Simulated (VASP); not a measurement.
# MoSe2 (P-3m1) in VASP: notebook, part 2 of 2

VASP 6.6.1.

### 3 Single point, PBE+D3(BJ)

Contents of INCAR:

```
PREC = Accurate
ENCUT = 500
EDIFF = 1E-6
ISMEAR = 0
SIGMA = 0.01
LREAL = F
LASPH = T
NELM = 120
ALGO = Normal
ISIF = 2
LWAVE = F
LCHARG = F
GGA = PE
IVDW = 12
NBANDS = 122
GGA_COMPAT = F
```

Contents of KPOINTS:

```
Automatic mesh
0
Gamma
  3 3 2
  0 0 0.5
```

Contents of POSCAR:

```
MoSe2
1.0
    3.2766234946     -5.6752783697      0.0000000000
   -6.5532469890     -0.0000000001      0.0000000000
    0.0000000000      0.0000000000    -12.7397442407
Mo Se
8 16
Direct
    0.3333333333      0.1666666667      0.7499692775
    0.8333333333      0.1666666667      0.7499692775
    0.3333333333      0.6666666667      0.7499692775
    0.8333333333      0.6666666667      0.7499692775
    0.1666666667      0.3333333333      0.2500307225
    0.6666666667      0.3333333333      0.2500307225
    0.1666666667      0.8333333333      0.2500307225
    0.6666666667      0.8333333333      0.2500307225
    0.1666666667      0.3333333333      0.6185664289
    0.6666666667      0.3333333333      0.6185664289
    0.1666666667      0.8333333333      0.6185664289
    0.6666666667      0.8333333333      0.6185664289
    0.3333333333      0.1666666667      0.1186299835
    0.8333333333      0.1666666667      0.1186299835
    0.3333333333      0.6666666667      0.1186299835
    0.8333333333      0.6666666667      0.1186299835
    0.1666666667      0.3333333333      0.8813700165
    0.6666666667      0.3333333333      0.8813700165
    0.1666666667      0.8333333333      0.8813700165
    0.6666666667      0.8333333333      0.8813700165
    0.3333333333      0.1666666667      0.3814335711
    0.8333333333      0.1666666667      0.3814335711
    0.3333333333      0.6666666667      0.3814335711
    0.8333333333      0.6666666667      0.3814335711
```

Potentials or basis: VASP PAW PBE potentials, release 64 (Mo_sv, Se).

On the command line:

```sh
> cat potpaw_PBE.64/Mo_sv/POTCAR potpaw_PBE.64/Se/POTCAR > POTCAR
> mpirun -np 1 vasp_std > vasp.out
```

OUTCAR:

```text
PREC = Accurate
   ENCUT = 500
   EDIFF = 1E-6
   ISMEAR = 0
   LREAL = F
   LASPH = T
   NELM = 120
   ISIF = 2
   GGA = PE
   IVDW = 12
 IVDW          = 12

 ion  position               nearest neighbor table
   1  0.333  0.167  0.750-  17 2.53  19 2.53  18 2.53   9 2.53  11 2.53  10 2.53   4 3.28   4 3.28
                             3 3.28   3 3.28   2 3.28   2 3.28
   2  0.833  0.167  0.750-  18 2.53  20 2.53  17 2.53  10 2.53  12 2.53   9 2.53   3 3.28   3 3.28
                             4 3.28   4 3.28   1 3.28   1 3.28
   3  0.333  0.667  0.750-  19 2.53  17 2.53  20 2.53  11 2.53   9 2.53  12 2.53   2 3.28   2 3.28
                             1 3.28   1 3.28   4 3.28   4 3.28
   4  0.833  0.667  0.750-  20 2.53  18 2.53  19 2.53  12 2.53  10 2.53  11 2.53   1 3.28   1 3.28
                             2 3.28   2 3.28   3 3.28   3 3.28
   5  0.167  0.333  0.250-  13 2.53  15 2.53  14 2.53  21 2.53  23 2.53  22 2.53   8 3.28   8 3.28
                             7 3.28   7 3.28   6 3.28   6 3.28
   6  0.667  0.333  0.250-  14 2.53  16 2.53  13 2.53  22 2.53  24 2.53  21 2.53   7 3.28   7 3.28
                             8 3.28   8 3.28   5 3.28   5 3.28
   7  0.167  0.833  0.250-  15 2.53  13 2.53  16 2.53  23 2.53  21 2.53  24 2.53   6 3.28   6 3.28
                             5 3.28   5 3.28   8 3.28   8 3.28
   8  0.667  0.833  0.250-  16 2.53  14 2.53  15 2.53  24 2.53  22 2.53  23 2.53   5 3.28   5 3.28
                             6 3.28   6 3.28   7 3.28   7 3.28
   9  0.167  0.333  0.619-   1 2.53   3 2.53   2 2.53
[... 22 lines left out ...]
 A1 = (   3.2766234946,  -5.6752783697,   0.0000000000)
 A2 = (  -6.5532469890,  -0.0000000001,   0.0000000000)
 A3 = (   0.0000000000,   0.0000000000, -12.7397442407)

Analysis of symmetry for initial positions (statically):
=====================================================================
 Subroutine PRICEL returns following result:

  LATTYP: Found a hexagonal cell.
 ALAT       =     3.2766234945
 C/A-ratio  =     3.8880708333

  Lattice vectors:

 A1 = (   1.6383117473,  -2.8376391848,   0.0000000000)
[... 151 lines left out ...]
   AEXX    =    0.0000 exact exchange contribution
   IVDW    =    12    specifies the selected vdW correction
   LEPSILON=     F    determine dielectric tensor
   LRPA    =     F    only Hartree local field effects (RPA)
 non-spin polarized calculation
 Gauss-broadening in eV      SIGMA  =   0.01
  energy-cutoff  :      500.00
  volume of cell :      473.81
 maximum number of plane-waves:     12054
 NGX is ok and might be reduce to    48
   NGX = 23   NGY = 23   NGZ = 47

 number of electron     208.0000017 magnetization

 Free energy of the ion-electron system (eV)
  ---------------------------------------------------
  ext. energy  EPLUGINS =         0.00000000
  ---------------------------------------------------
  free energy    TOTEN  =      -159.24592769 eV

  energy without entropy =     -159.24592769  energy(sigma->0) =     -159.24592769

 E-fermi :   6.8463     XC(G=0): -10.8287

 val. band max:        6.6834687206   @ k =   0.0000   0.0000   0.2500
 cond. band min:       7.6078909368   @ k =   0.3333   0.3333   0.2500
 fundamental gap:      0.9244222162
 Fermi energy:         6.8462584992

 k-point     1 :       0.0000    0.0000    0.2500
  band No.  band energies     occupation
      1     -54.4771      2.00000
      2     -54.4771      2.00000
      3     -54.4515      2.00000
      4     -54.4515      2.00000
      5     -54.4515      2.00000
      6     -54.4515      2.00000
[... 465 lines left out ...]
    115       8.4832      0.00000
    116       8.4832      0.00000
 [bands above 116 left out]

------------------------ aborting loop because EDIFF is reached ----------------------------------------

 Edisp (eV)  -11.49593

 E8    (eV) :    -4.9595

  FORCE on cell =-STRESS in cart. coord.  units (eV):
  Direction    XX          YY          ZZ          XY          YZ          ZX
  --------------------------------------------------------------------------------------
  -------------------------------------------------------------------------------------
  Total       0.78551     0.78551     0.87865    -0.00000     0.00000    -0.00000
  in kB       2.65619     2.65619     2.97113    -0.00000     0.00000    -0.00000
  external pressure =        2.76 kB  Pullay stress =        0.00 kB

 VOLUME and BASIS-vectors are now :
 -----------------------------------------------------------------------------
  energy-cutoff  :      500.00
  volume of cell :      473.81
      direct lattice vectors                 reciprocal lattice vectors
     3.276623495 -5.675278370  0.000000000     0.000000000 -0.176202811  0.000000000
    -6.553246989 -0.000000000  0.000000000    -0.152596110 -0.088101405  0.000000000
     0.000000000  0.000000000-12.739744241     0.000000000  0.000000000 -0.078494511

 POSITION                                       TOTAL-FORCE (eV/Angst)
 -----------------------------------------------------------------------------------
     -0.00000     -1.89176     -9.55442         0.000000     -0.000000      0.000188
      1.63831     -4.72940     -9.55442        -0.000000     -0.000000      0.000188
     -3.27662     -1.89176     -9.55442        -0.000000     -0.000000      0.000188
     -1.63831     -4.72940     -9.55442         0.000000     -0.000000      0.000188
     -1.63831     -0.94588     -3.18533         0.000000      0.000000     -0.000188
      0.00000     -3.78352     -3.18533        -0.000000      0.000000     -0.000188
[... 16 lines left out ...]
     -3.27662     -1.89176     -4.85937         0.000000      0.000000     -0.044780
     -1.63831     -4.72940     -4.85937         0.000000      0.000000     -0.044780
 -----------------------------------------------------------------------------------
    total drift:                               -0.000000     -0.000000      0.000000

  FREE ENERGIE OF THE ION-ELECTRON SYSTEM (eV)
  ---------------------------------------------------
  free  energy   TOTEN  =      -170.7418545891 eV

  energy  without entropy=     -170.7418545891  energy(sigma->0) =     -170.74185459
```

OSZICAR:

```text
N       E                     dE             d eps       ncg     rms          rms(c)
DAV:   1     0.191979853999E+04    0.19198E+04   -0.11166E+05  1104   0.156E+03
DAV:   2    -0.212980440449E+02   -0.19411E+04   -0.18862E+04  1170   0.394E+02
DAV:   3    -0.162278779270E+03   -0.14098E+03   -0.13840E+03  1200   0.890E+01
DAV:   4    -0.166803728477E+03   -0.45249E+01   -0.44931E+01  1176   0.149E+01
DAV:   5    -0.166959747391E+03   -0.15602E+00   -0.15564E+00  1368   0.237E+00    0.504E+01
DAV:   6    -0.162023015720E+03    0.49367E+01   -0.62635E+01  1140   0.208E+01    0.154E+01
DAV:   7    -0.160515276972E+03    0.15077E+01   -0.34408E+01  1102   0.143E+01    0.130E+01
DAV:   8    -0.159240366792E+03    0.12749E+01   -0.55812E+00  1222   0.633E+00    0.349E+00
DAV:   9    -0.159264035468E+03   -0.23669E-01   -0.72099E-01  1252   0.194E+00    0.185E+00
DAV:  10    -0.159245195951E+03    0.18840E-01   -0.15177E-01  1176   0.113E+00    0.289E-01
DAV:  11    -0.159245966863E+03   -0.77091E-03   -0.62340E-03  1164   0.221E-01    0.132E-01
DAV:  12    -0.159245864735E+03    0.10213E-03   -0.14531E-03  1264   0.101E-01    0.272E-02
DAV:  13    -0.159245926399E+03   -0.61664E-04   -0.18772E-04  1128   0.403E-02    0.301E-02
DAV:  14    -0.159245926810E+03   -0.41019E-06   -0.23816E-05  1144   0.144E-02    0.665E-03
DAV:  15    -0.159245928113E+03   -0.13035E-05   -0.88331E-06  1080   0.678E-03    0.530E-03
DAV:  16    -0.159245927688E+03    0.42455E-06   -0.12675E-06   760   0.341E-03
   1 F= -.17074185E+03 E0= -.17074185E+03  d E =-.509238-118
```

Run time: 3.2 min. Hardware: 1 thread of AMD EPYC 9R45 (Zen 5), shared host; peak memory 0.51 GiB.

What came out:

```yaml
Free_energy: -170.7419 eV
Pressure: 0.3 GPa
Largest_force: 0.046 eV/Å
Band_gap_on_the_k_mesh: 0.92 eV
Dispersion_energy_per_atom: -0.479 eV
```

Forces on the atoms (eV/Å):
```
Mo   0.000  0.000  0.000
Mo   0.000  0.000  0.000
Mo   0.000  0.000  0.000
Mo   0.000  0.000  0.000
Mo   0.000  0.000  0.000
Mo   0.000  0.000  0.000
Mo   0.000  0.000  0.000
Mo   0.000  0.000  0.000
Se   0.000  0.000  0.045
Se   0.000  0.000  0.045
Se   0.000  0.000  0.045
Se   0.000  0.000  0.045
Se   0.000  0.000  0.046
Se   0.000  0.000  0.046
Se   0.000  0.000  0.046
Se   0.000  0.000  0.046
Se   0.000  0.000 -0.046
Se   0.000  0.000 -0.046
Se   0.000  0.000 -0.046
Se   0.000  0.000 -0.046
Se   0.000  0.000 -0.045
Se   0.000  0.000 -0.045
Se   0.000  0.000 -0.045
Se   0.000  0.000 -0.045
```
